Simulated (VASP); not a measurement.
# Pb in VASP: further runs, part 2 of 2

VASP 6.6.1.

## Step 3: Single point, PBE (z stretched by +3 % at fixed volume)

Contents of INCAR:

```
SYSTEM = Pb
PREC = Accurate ; ENCUT = 500
EDIFF = 1E-6 ; ISMEAR = -1
SIGMA = 0.08 ; LREAL = .FALSE.
LASPH = .TRUE. ; NELM = 120
ALGO = Normal ; ISIF = 2
LWAVE = .FALSE. ; LCHARG = .TRUE.
GGA = PE ; LELF = .TRUE.
LVHAR = .TRUE. ; NBANDS = 13
GGA_COMPAT = .FALSE.
```

Contents of KPOINTS:

```
regular mesh
0
G
  13 13 13
  0 0 0
```

Contents of POSCAR:

```
Pb
1.0
    0.0000000000      2.4335662513      2.5438940000
    2.4335662513      0.0000000000      2.5438940000
    2.4335662513      2.4335662513      0.0000000000
Pb
1
Direct
    0.0000000000      0.0000000000      0.0000000000
```

Potentials or basis: VASP PAW PBE potentials, release 64 (Pb_d).

On the command line:

```bash
$ cat potpaw_PBE.64/Pb_d/POTCAR > POTCAR
$ mpirun -np 1 vasp_std > vasp.out
```

OUTCAR:

```text
SYSTEM = Pb
   PREC = Accurate
   ENCUT = 500
   EDIFF = 1E-6
   ISMEAR = -1
   LREAL = .FALSE.
   LASPH = .TRUE.
   NELM = 120
   ISIF = 2
   GGA = PE

 ion  position               nearest neighbor table
   1  0.000  0.000  0.000-

  LATTYP: Found a body centered tetragonal cell.
 ALAT       =     3.4415823975
 C/A-ratio  =     1.4783281097

  Lattice vectors:

 A1 = (  -2.4335662513,   0.0000000000,   2.5438940000)
 A2 = (   2.4335662513,   0.0000000000,   2.5438940000)
 A3 = (   0.0000000000,   2.4335662513,  -2.5438940000)

Analysis of symmetry for initial positions (statically):
=====================================================================
 Subroutine PRICEL returns:
 Original cell was already a primitive cell.

 Routine SETGRP: Setting up the symmetry group for a
 body centered tetragonal supercell.

 Subroutine GETGRP returns: Found 16 space group operations
 (whereof 16 operations were pure point group operations)
 out of a pool of 16 trial point group operations.

The static configuration has the point symmetry D_4h.

Analysis of symmetry for dynamics (positions and initial velocities):
=====================================================================
 Subroutine PRICEL returns:
 Original cell was already a primitive cell.

 Routine SETGRP: Setting up the symmetry group for a
 body centered tetragonal supercell.

 Subroutine GETGRP returns: Found 16 space group operations
 (whereof 16 operations were pure point group operations)
 out of a pool of 16 trial point group operations.

The dynamic configuration has the point symmetry D_4h.

 Subroutine INISYM returns: Found 16 space group operations
 (whereof 16 operations are pure point group operations),
 and found     1 'primitive' translations

----------------------------------------------------------------------------------------

                                     Primitive cell

  volume of cell :      30.1311

  direct lattice vectors                    reciprocal lattice vectors
     0.000000000  2.433566251  2.543894000    -0.205459786  0.205459786  0.196549070
     2.433566251  0.000000000  2.543894000     0.205459786 -0.205459786  0.196549070
     2.433566251  2.433566251  0.000000000     0.205459786  0.205459786 -0.196549070

  length of vectors
     3.520460394  3.520460394  3.441582398     0.350797639  0.350797639  0.350797639

  position of ions in fractional coordinates (direct lattice)
     0.000000000  0.000000000  0.000000000

  ion indices of the primitive-cell ions
   primitive index   ion index
                 1           1

----------------------------------------------------------------------------------------

 KPOINTS: regular mesh

Automatic generation of k-mesh.
 Grid dimensions read from file:
 generate k-points for:   13   13   13

 Generating k-lattice:

  Cartesian coordinates                     Fractional coordinates (reciprocal lattice)
    -0.015804599  0.015804599  0.015119159     0.076923077  0.000000000  0.000000000
     0.015804599 -0.015804599  0.015119159     0.000000000  0.076923077  0.000000000
     0.015804599  0.015804599 -0.015119159    -0.000000000 -0.000000000  0.076923077

  Length of vectors
     0.026984434  0.026984434  0.026984434

  Shift w.r.t. Gamma in fractional coordinates (k-lattice)
     0.000000000  0.000000000  0.000000000

 Subroutine IBZKPT returns following result:
 ===========================================

 Found    196 irreducible k-points:

 Following reciprocal coordinates:
            Coordinates               Weight
  0.000000  0.000000  0.000000      1.000000
  0.076923  0.000000  0.000000      8.000000
  0.153846  0.000000  0.000000      8.000000
  0.230769  0.000000  0.000000      8.000000
  0.307692  0.000000  0.000000      8.000000
  0.384615 -0.000000  0.000000      8.000000
[... 16 lines left out ...]
  0.384615  0.153846  0.000000      8.000000
  0.461538  0.153846  0.000000      8.000000
 [... further k-points ...]
   k-points           NKPTS =    196   k-points in BZ     NKDIM =    196   number of bands    NBANDS=     13
   number of dos      NEDOS =    301   number of ions     NIONS =      1
   total plane-waves  NPLWV =  21952
   dimension x,y,z NGX =    28 NGY =   28 NGZ =   28
   dimension x,y,z NGXF=    56 NGYF=   56 NGZF=   56
   ions per type =               1
   NGX,Y,Z   is equivalent  to a cutoff of  13.22, 13.22, 13.53 a.u.
   NGXF,Y,Z  is equivalent  to a cutoff of  26.44, 26.44, 27.05 a.u.
 SYSTEM =  Pb
   PREC   = accura    normal or accurate (medium, high low for compatibility)
   ISTART =      0    job   : 0-new  1-cont  2-samecut
   ICHARG =      2    charge: 1-file 2-atom 10-const
   ISPIN  =      1    spin polarized calculation?
   LNONCOLLINEAR =      F non collinear calculations
   LSORBIT =      F    spin-orbit coupling
   LASPH  =      T    aspherical Exc in radial PAW
   ENCUT  =  500.0 eV  36.75 Ry    6.06 a.u.   6.42  6.42  6.27*2*pi/ulx,y,z
   NELM   =    120;   NELMIN=  2; NELMDL= -5     # of ELM steps
   EDIFF  = 0.1E-05   stopping-criterion for ELM
   LREAL  =      F    real-space projection
   EDIFFG = 0.1E-04   stopping-criterion for IOM
   NSW    =      0    number of steps for IOM
   IBRION =     -1    ionic relax: 0-MD 1-quasi-New 2-CG
   NFREE  =      0    steps in history (QN), initial steepest desc. (CG)
   ISIF   =      2    stress and relaxation
   ISYM   =      2    0-nonsym 1-usesym 2-fastsym
   POTIM  = 0.5000    time-step for ionic-motion
   TEBEG  =    0.0;   TEEND  =   0.0 temperature during run
   PSTRESS=    0.0 pullay stress
   NELECT =      14.0000    total number of electrons
   NUPDOWN=      -1.0000    fix difference up-down
   EMIN   =  10.00;   EMAX   =-10.00  energy-range for DOS
   EFERMI =   0.00;   METHOD = LEGACY
   ISMEAR =    -1;   SIGMA  =   0.08  broadening in eV -4-tet -1-fermi 0-gaus
   EFERMI_NEDOS =   21; number of points for ismear=-14 and -15
   IALGO  =     38    algorithm
   IMIX   =      4    mixing-type and parameters
     AMIX     =   0.40;   BMIX     =  1.00
     AMIX_MAG =   1.60;   BMIX_MAG =  1.00
  volume/ion in A,a.u.               =      30.13       203.33
  Fermi-wavevector in a.u.,A,eV,Ry     =   1.267980  2.396135 21.875082  1.607773
  Thomas-Fermi vector in A             =   2.401099
   LORBIT       =      0    0 simple, 1 ext, 2 COOP (PROOUT), +10 PAW based schemes
   GGA     = PE    functional components
   LHFCALC =     F    Hartree Fock is set to
   AEXX    =    0.0000 exact exchange contribution
   IVDW    =     0    specifies the selected vdW correction
   LEPSILON=     F    determine dielectric tensor
   LRPA    =     F    only Hartree local field effects (RPA)
 non-spin polarized calculation
  energy-cutoff  :      500.00
  volume of cell :       30.13
 maximum number of plane-waves:       784
 NGX is ok and might be reduce to    28
   NGX = 13   NGY = 13   NGZ = 13

 number of electron      13.9999997 magnetization

 Free energy of the ion-electron system (eV)
  ---------------------------------------------------
  ext. energy  EPLUGINS =         0.00000000
  ---------------------------------------------------
  free energy    TOTEN  =        -3.55140845 eV

  energy without entropy =       -3.53988116  energy(sigma->0) =       -3.54564480

 E-fermi :   7.4360     XC(G=0): -10.2149

 val. band max:        7.4256847750   @ k =  -0.3846   0.1538   0.4615
 cond. band min:       7.4655892579   @ k =  -0.3846   0.0769   0.4615
 fundamental gap:      0.0399044829
 Fermi energy:         7.4359643939

 k-point     1 :       0.0000    0.0000    0.0000
  band No.  band energies     occupation
      1      -9.7611      2.00000
      2      -9.7051      2.00000
      3      -9.7051      2.00000
      4      -9.6092      2.00000
      5      -9.5553      2.00000
      6      -4.4448      2.00000
      7      14.8033      0.00000
      8      14.8033      0.00000
      9      14.8659      0.00000
     10      17.1405      0.00000
     11      18.7837      0.00000
     12      19.8547      0.00000
     13      19.9259      0.00000
[... 353 lines left out ...]
 k-point    24 :       0.4615    0.1538    0.0000
  band No.  band energies     occupation
      1      -9.7720      2.00000
      2      -9.6964      2.00000
      3      -9.6320      2.00000
      4      -9.5191      2.00000
      5      -9.4498      2.00000
      6      -1.1459      2.00000
      7       4.5742      2.00000
      8      10.1779      0.00000
      9      12.0808      0.00000
     10      15.2532      0.00000
     11      19.7845      0.00000
     12      20.9286      0.00000
     13      21.0915      0.00000

 [... further k-points ...]

------------------------ aborting loop because EDIFF is reached ----------------------------------------

  FORCE on cell =-STRESS in cart. coord.  units (eV):
  Direction    XX          YY          ZZ          XY          YZ          ZX
  --------------------------------------------------------------------------------------
  -------------------------------------------------------------------------------------
  Total        0.5489046      0.5489046      0.4362445      0.0000000     -0.0000000     -0.0000000
  in kB       29.1871786     29.1871786     23.1966437      0.0000000     -0.0000000     -0.0000000
  external PRESSURE =      27.1903337 kB  Pullay stress =       0.0000000 kB

 VOLUME and BASIS-vectors are now :
 -----------------------------------------------------------------------------
  energy-cutoff  :      500.00
  volume of cell :       30.13
      direct lattice vectors                 reciprocal lattice vectors
     0.000000000  2.433566251  2.543894000    -0.205459786  0.205459786  0.196549070
     2.433566251  0.000000000  2.543894000     0.205459786 -0.205459786  0.196549070
     2.433566251  2.433566251  0.000000000     0.205459786  0.205459786 -0.196549070

 POSITION                                       TOTAL-FORCE (eV/Angst)
 -----------------------------------------------------------------------------------
      0.00000      0.00000      0.00000        -0.000000      0.000000      0.000000
 -----------------------------------------------------------------------------------
    total drift:                               -0.000000     -0.000000     -0.000000

  FREE ENERGIE OF THE ION-ELECTRON SYSTEM (eV)
  ---------------------------------------------------
  free  energy   TOTEN  =        -3.5514084457 eV

  energy  without entropy=       -3.5398811619  energy(sigma->0) =       -3.54564480
```

OSZICAR:

```text
N       E                     dE             d eps       ncg     rms          rms(c)
DAV:   1     0.105768755240E+03    0.10577E+03   -0.70503E+03  5168   0.123E+03
DAV:   2     0.153259928166E+01   -0.10424E+03   -0.10091E+03  5361   0.306E+02
DAV:   3    -0.344512110717E+01   -0.49777E+01   -0.49584E+01  6397   0.726E+01
DAV:   4    -0.355804489581E+01   -0.11292E+00   -0.11290E+00  6251   0.117E+01
DAV:   5    -0.356314621001E+01   -0.51013E-02   -0.51011E-02  7228   0.231E+00    0.535E-01
DAV:   6    -0.355374656484E+01    0.93996E-02   -0.12899E-02  6618   0.201E+00    0.266E-01
DAV:   7    -0.355147443334E+01    0.22721E-02   -0.56658E-03  6681   0.125E+00    0.885E-02
DAV:   8    -0.355141275938E+01    0.61674E-04   -0.42028E-04  6912   0.326E-01    0.992E-03
DAV:   9    -0.355140956661E+01    0.31928E-05   -0.10615E-05  7086   0.567E-02    0.491E-03
DAV:  10    -0.355140841769E+01    0.11489E-05   -0.87600E-07  4472   0.929E-03    0.312E-04
DAV:  11    -0.355140844571E+01   -0.28013E-07   -0.10155E-07  3993   0.518E-03
   1 F= -.35514084E+01 E0= -.35456448E+01  d E =-.115273E-01
```

It took 100 s on 1 thread of AMD EPYC 7R13, shared host; peak memory 0.18 GiB.

Results:

```
Free energy            : -3.5514 eV
Pressure               : 2.7 GPa
Band gap on the k mesh : zero (band 7 reaches 14.80 eV, above the bottom of band 8 at 5.57 eV)
```

Stress tensor (GPa, compression positive):
```
2.92 0.00 0.00
0.00 2.92 0.00
0.00 0.00 2.32
```

Caveat: spin-orbit coupling is left out, which moves the levels of the heavy elements.
